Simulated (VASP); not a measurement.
# MgAl2Cl2 (P-3m1) in VASP: single point with r2SCAN

Aim: the single point of MgAl2Cl2 with r2SCAN.

Everything below comes from runs of VASP 6.6.1. Logs are shortened: lines on timing, memory, paths and dates and some standing lists are left out, and cuts for length are marked.

### 1 The cell of the first run

The structure is trigonal, space group P-3m1 (No. 164). Conventional cell: a = 4.025 Å, b = 4.025 Å, c = 6.932 Å, α = 90.00°, β = 90.00°, γ = 120.00°. Al (site symmetry 3m) has 4 Cl at 2.45 to 2.48 Å and 3 Al at 2.88 Å within 3.2 Å. Within 3.2 Å of Cl (site symmetry 3m) lie 4 Al at 2.45 to 2.48 Å and 3 Mg at 2.96 Å. Within 4.1 Å of Mg (site symmetry -3m) lie 6 Cl at 2.96 Å and 6 Al at 3.50 Å and 6 Mg at 4.02 Å.

### 2 Single point, r2SCAN

Contents of POSCAR:

```
MgAl2Cl2
1.0
    4.0245840000      0.0000000000      0.0000000000
   -2.0122920000      3.4853950000      0.0000000000
    0.0000000000      0.0000000000      6.9324860000
Al Cl Mg
2 2 1
Direct
    0.3333300000      0.6666700000      0.3773000000
    0.6666700000      0.3333300000      0.6227000000
    0.3333300000      0.6666700000      0.7346000000
    0.6666700000      0.3333300000      0.2654000000
    0.0000000000      0.0000000000      0.0000000000
```

Contents of INCAR.step1:

```
SYSTEM = MgAl2Cl2
  ALGO = Normal
  EDIFF = 1E-4
  ENCUT = 520
  GGA = PE
  ISMEAR = -1
  LASPH = .True.
  LCHARG = .False.
  LREAL = .False.
  LWAVE = .True.
  NBANDS = 19
  NELM = 60
  PREC = Accurate
  SIGMA = 0.0182
```

Contents of INCAR.step2:

```
SYSTEM = MgAl2Cl2
  ALGO = Normal
  EDIFF = 1E-6
  ENCUT = 520
  ISIF = 2
  ISMEAR = -1
  ISTART = 1
  LASPH = .True.
  LCHARG = .False.
  LMIXTAU = .True.
  LREAL = .False.
  LWAVE = .False.
  METAGGA = R2SCAN
  NBANDS = 19
  NELM = 60
  PREC = Accurate
  SIGMA = 0.0182
```

Contents of KPOINTS:

```
k-points
0
Gamma
  10 10 5
  0 0 0
```

Potentials or basis: VASP PAW PBE potentials, release 64 (Al, Cl, Mg).

Run with:

```console
cat potpaw_PBE.64/Al/POTCAR potpaw_PBE.64/Cl/POTCAR potpaw_PBE.64/Mg/POTCAR > POTCAR
cp INCAR.step1 INCAR
mpirun -np 1 vasp_std > vasp.out
cp INCAR.step2 INCAR
mpirun -np 1 vasp_std > vasp.out
```

OUTCAR:

```text
SYSTEM = MgAl2Cl2
   EDIFF = 1E-6
   ENCUT = 520
   ISIF = 2
   ISMEAR = -1
   ISTART = 1
   LASPH = .True.
   LREAL = .False.
   METAGGA = R2SCAN
   NELM = 60
   PREC = Accurate

 ion  position               nearest neighbor table
   1  0.333  0.667  0.377-   4 2.45   4 2.45   4 2.45   3 2.48   2 2.88   2 2.88   2 2.88   5 3.50
                             5 3.50   5 3.50
   2  0.667  0.333  0.623-   3 2.45   3 2.45   3 2.45   4 2.48   1 2.88   1 2.88   1 2.88   5 3.50
                             5 3.50   5 3.50
   3  0.333  0.667  0.735-   2 2.45   2 2.45   2 2.45   1 2.48   5 2.96   5 2.96   5 2.96
   4  0.667  0.333  0.265-   1 2.45   1 2.45   1 2.45   2 2.48   5 2.96   5 2.96   5 2.96
   5  0.000  0.000  0.000-   3 2.96   4 2.96   4 2.96   3 2.96   4 2.96   3 2.96   1 3.50   2 3.50
                             1 3.50   2 3.50   2 3.50   1 3.50

  LATTYP: Found a hexagonal cell.
 ALAT       =     4.0245840000
 C/A-ratio  =     1.7225348011

  Lattice vectors:

 A1 = (   4.0245840000,   0.0000000000,   0.0000000000)
 A2 = (  -2.0122920000,   3.4853950000,   0.0000000000)
 A3 = (   0.0000000000,   0.0000000000,   6.9324860000)

Analysis of symmetry for initial positions (statically):
=====================================================================
 Subroutine PRICEL returns:
 Original cell was already a primitive cell.

 Routine SETGRP: Setting up the symmetry group for a
 hexagonal supercell.

 Subroutine GETGRP returns: Found  4 space group operations
 (whereof  4 operations were pure point group operations)
 out of a pool of 24 trial point group operations.

The static configuration has the point symmetry C_2h.

Analysis of symmetry for dynamics (positions and initial velocities):
=====================================================================
 Subroutine PRICEL returns:
 Original cell was already a primitive cell.

 Routine SETGRP: Setting up the symmetry group for a
 hexagonal supercell.

 Subroutine GETGRP returns: Found  4 space group operations
 (whereof  4 operations were pure point group operations)
 out of a pool of 24 trial point group operations.

The dynamic configuration has the point symmetry C_2h.

 Subroutine INISYM returns: Found  4 space group operations
 (whereof  4 operations are pure point group operations),
 and found     1 'primitive' translations

----------------------------------------------------------------------------------------

                                     Primitive cell

  volume of cell :      97.2438

[... 98 lines left out ...]
   IBRION =     -1    ionic relax: 0-MD 1-quasi-New 2-CG
   NFREE  =      0    steps in history (QN), initial steepest desc. (CG)
   ISIF   =      2    stress and relaxation
   ISYM   =      2    0-nonsym 1-usesym 2-fastsym
   POTIM  = 0.5000    time-step for ionic-motion
   TEBEG  =    0.0;   TEEND  =   0.0 temperature during run
   PSTRESS=    0.0 pullay stress
   NELECT =      22.0000    total number of electrons
   NUPDOWN=      -1.0000    fix difference up-down
   EMIN   =  10.00;   EMAX   =-10.00  energy-range for DOS
   EFERMI =   0.00;   METHOD = LEGACY
   ISMEAR =    -1;   SIGMA  =   0.02  broadening in eV -4-tet -1-fermi 0-gaus
   EFERMI_NEDOS =   21; number of points for ismear=-14 and -15
   IALGO  =     38    algorithm
   IMIX   =      4    mixing-type and parameters
     AMIX     =   0.40;   BMIX     =  1.00
     AMIX_MAG =   1.60;   BMIX_MAG =  1.00
  volume/ion in A,a.u.               =      19.45       131.25
  Fermi-wavevector in a.u.,A,eV,Ry     =   0.997536  1.885069 13.538847  0.995077
  Thomas-Fermi vector in A             =   2.129698
   LORBIT       =      0    0 simple, 1 ext, 2 COOP (PROOUT), +10 PAW based schemes
   METAGGA = R2SCAN    functional components
   LHFCALC =     F    Hartree Fock is set to
   AEXX    =    0.0000 exact exchange contribution
   IVDW    =     0    specifies the selected vdW correction
   LEPSILON=     F    determine dielectric tensor
   LRPA    =     F    only Hartree local field effects (RPA)
 non-spin polarized calculation
  energy-cutoff  :      520.00
  volume of cell :       97.24
 maximum number of plane-waves:      2642
 NGX is ok and might be reduce to    30
   NGX = 15   NGY = 15   NGZ = 25

 number of electron      21.9999994 magnetization

 Free energy of the ion-electron system (eV)
  ---------------------------------------------------
  ext. energy  EPLUGINS =         0.00000000
  ---------------------------------------------------
  free energy    TOTEN  =       -25.80604184 eV

  energy without entropy =      -25.80425826  energy(sigma->0) =      -25.80515005

 E-fermi :   6.6598     XC(G=0):  -9.9786

 val. band max:        6.6485339566   @ k =  -0.1000   0.5000   0.2000
 cond. band min:       6.6935947315   @ k =   0.0000   0.2000   0.2000
 fundamental gap:      0.0450607749
 Fermi energy:         6.6598379206

 k-point     1 :       0.0000    0.0000    0.0000
  band No.  band energies     occupation
      1     -13.5500      2.00000
      2     -13.1377      2.00000
      3      -3.3183      2.00000
      4      -0.8648      2.00000
      5      -0.8647      2.00000
      6      -0.5258      2.00000
[... 505 lines left out ...]
      6      -1.4905      2.00000
[... 11 lines left out ...]
     18      11.6106      0.00000
     19      12.6587      0.00000

 [... further k-points ...]

------------------------ aborting loop because EDIFF is reached ----------------------------------------

  FORCE on cell =-STRESS in cart. coord.  units (eV):
  Direction    XX          YY          ZZ          XY          YZ          ZX
  --------------------------------------------------------------------------------------
  -------------------------------------------------------------------------------------
  Total        9.0853525      9.0857747     13.0761395      0.0003520      0.0000043     -0.0000074
  in kB      149.6891646    149.6961201    215.4408857      0.0057993      0.0000702     -0.0001213
  external PRESSURE =     171.6087235 kB  Pullay stress =       0.0000000 kB

 VOLUME and BASIS-vectors are now :
 -----------------------------------------------------------------------------
  energy-cutoff  :      520.00
  volume of cell :       97.24
      direct lattice vectors                 reciprocal lattice vectors
     4.024584000  0.000000000  0.000000000     0.248472886  0.143455763  0.000000000
    -2.012292000  3.485395000  0.000000000     0.000000000  0.286911527  0.000000000
     0.000000000  0.000000000  6.932486000     0.000000000  0.000000000  0.144248398

 POSITION                                       TOTAL-FORCE (eV/Angst)
 -----------------------------------------------------------------------------------
     -0.00002      2.32361      2.61563         0.000148     -0.000085      0.186188
      2.01231      1.16179      4.31686        -0.000148      0.000085     -0.186188
     -0.00002      2.32361      5.09260         0.000071     -0.000041      3.709499
      2.01231      1.16179      1.83988        -0.000071      0.000041     -3.709499
      0.00000      0.00000      0.00000         0.000000      0.000000      0.000000
 -----------------------------------------------------------------------------------
    total drift:                               -0.000000      0.000000      0.000000

  FREE ENERGIE OF THE ION-ELECTRON SYSTEM (eV)
  ---------------------------------------------------
  free  energy   TOTEN  =       -25.8060418359 eV

  energy  without entropy=      -25.8042582551  energy(sigma->0) =      -25.80515005
```

OUTCAR.step1:

```text
SYSTEM = MgAl2Cl2
   EDIFF = 1E-4
   ENCUT = 520
   GGA = PE
   ISMEAR = -1
   LASPH = .True.
   LREAL = .False.
   NELM = 60
[... 762 lines left out ...]
     -0.00002      2.32361      5.09260         0.000078     -0.000045      3.370795
      2.01231      1.16179      1.83988        -0.000078      0.000045     -3.370795
      0.00000      0.00000      0.00000         0.000000      0.000000     -0.000000
 -----------------------------------------------------------------------------------
    total drift:                               -0.000000      0.000000      0.000000

  FREE ENERGIE OF THE ION-ELECTRON SYSTEM (eV)
  ---------------------------------------------------
  free  energy   TOTEN  =        -9.3045382996 eV

  energy  without entropy=       -9.3028284045  energy(sigma->0) =       -9.30368335
```

Run time: 14 min. Hardware: 1 thread of Intel Xeon 8259CL, shared host; peak memory 0.4 GiB.

What came out:

```
Free energy            : -25.8060 eV
Pressure               : 17.2 GPa
Largest force          : 3.709 eV/Å
Band gap on the k mesh : zero (bands 11 and 12 overlap by 1.41 eV)
```

Forces in eV/Å, atoms in the order of the input:
```
Al   0.000  0.000  0.186
Al   0.000  0.000 -0.186
Cl   0.000  0.000  3.709
Cl   0.000  0.000 -3.709
Mg   0.000  0.000  0.000
```

Stress tensor (GPa, compression positive):
```
14.97  0.00  0.00
 0.00 14.97  0.00
 0.00  0.00 21.54
```

Levels at points of the mesh, in eV from the Fermi level:
```csv
k point,band 9,band 10,band 11,band 12,band 13,band 14
"(0.00, 0.00, 0.00)",-4.52,-2.53,1.14,1.67,1.78,1.78
"(0.50, 0.00, 0.00)",-1.78,-1.49,-1.14,0.83,1.28,1.39
"(0.50, 0.50, 0.00)",-1.78,-1.49,-1.14,0.83,1.28,1.39
```

Caveat: the stress differs along the axes, from 15 to 22 GPa; the PAW data sets were made with another functional, which shifts forces and pressure a little.

The gap in the log of VASP goes by the Fermi energy; the results here count the filled bands.